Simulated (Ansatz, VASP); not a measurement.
**Two plane-wave programs on Ag**

The input INCAR:

```
SYSTEM = Ag
PREC = Accurate
ENCUT = 520
EDIFF = 1E-6
ISMEAR = 0
SIGMA = 0.15
LREAL = .False.
LASPH = .True.
NELM = 100
ALGO = Fast
ISIF = 2
LWAVE = .False.
LCHARG = .False.
GGA = PS
NBANDS = 30
```

File KPOINTS:

```
regular mesh
0
Gamma
  18 18 6
  0 0 0
```

POSCAR

```
Ag
1.0
    2.9140174710      0.0000000000      0.0000000000
   -1.4570087355      2.5236131569      0.0000000000
    0.0000000000      0.0000000000      9.3380588842
Ag
4
Direct
    0.3333333333      0.6666666667      0.2500000000
    0.6666666667      0.3333333333      0.7500000000
    0.0000000000      0.0000000000      0.0000000000
    0.0000000000      0.0000000000      0.5000000000
```

Input for Ansatz:

```yaml
crystal:
  lattice:
    - [2.914017471, 0.0, 0.0]
    - [-1.4570087355, 2.5236131569, 0.0]
    - [0.0, 0.0, 9.3380588842]
  atoms:
    - { symbol: Ag, position: [0.3333333333, 0.6666666667, 0.25] }
    - { symbol: Ag, position: [0.6666666667, 0.3333333333, 0.75] }
    - { symbol: Ag, position: [0.0, 0.0, 0.0] }
    - { symbol: Ag, position: [0.0, 0.0, 0.5] }
basis:
  ecutwfc: 420
kpoints:
  mp_grid: { grid: [18, 18, 6] }
hamiltonian:
  xc: pbesol
scf:
  occupations: { method: gaussian, width: 0.15 }
output:
  forces: true
  stress: true
  eigenvalues: true
```

Change from the starting cell: strain +0.015 along x and y, +0.000 along z, atoms carried along.

Alike in both runs: task single point; functional PBEsol; k mesh 18 × 18 × 6; occupations gaussian, width 0.15 eV; no spin polarisation.

```csv
,VASP,Ansatz
version,VASP 6.6.1,Ansatz 0.2.0
potentials or method,"VASP PAW PBE potentials, release 64 (Ag), cutoff 520 eV","scalar-relativistic, plane waves, PAW"
valence electrons in the cell,44,76
```

|  | VASP | Ansatz | Ansatz less VASP |
| --- | --- | --- | --- |
| gap on the k mesh at the Fermi level (eV) | none | none | - |
| pressure (GPa) | -3.3 | -3.1 | +0.20 |
| traceless stress, the component that is largest in VASP (GPa) | 1.21 | 1.22 | +0.015 |

VASP's potentials were made for PBE, not for PBEsol. A gap of «none» marks a metal or a gap that the smearing closes. The functional is the same, so the differences come from potentials, cutoffs and numerics. VASP's potentials hold 44 valence electrons a cell and Ansatz's 76, so a difference there can come from the potentials and not from the codes.
